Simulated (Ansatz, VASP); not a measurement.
One calculation of TiCo, two programs

```
Co Ti
1.0
     2.98611    0.00000    0.00000
     0.00000    2.98611    0.00000
     0.00000    0.00000    2.98611
Co Ti
1 1
Direct
  0.50000 0.50000 0.50000
  0.00000 0.00000 0.00000
```

Alike in both runs: task single point; functional PBE; k mesh 8 × 8 × 8; occupations fermi-dirac, width 0.05 eV; collinear spin; fixed moment 2.2 μB.

|  | VASP | Ansatz |
| --- | --- | --- |
| version | VASP 6.6.1 | Ansatz 0.2.0 |
| potentials or method | VASP PAW PBE potentials, release 64 (Co_sv, Ti_sv) | Ansatz PAW |
| plane-wave cutoff (eV) | 600 | 420 |
| valence electrons in the cell | 29 | 29 |

Ansatz gave:

| Quantity | Value |
| --- | --- |
| pressure (GPa) | 6.0 |
| net moment per atom (μB) | 1.10 |
| size of the moment on the site where the two differ most (μB) | 1.51 |

Task: Which values does VASP return?

Result: Pressure (GPa): 4.4; net moment per atom (μB): 1.10; size of the moment on the site where the two differ most (μB): 1.44.

Site moments also hang on the region over which each program counts them.
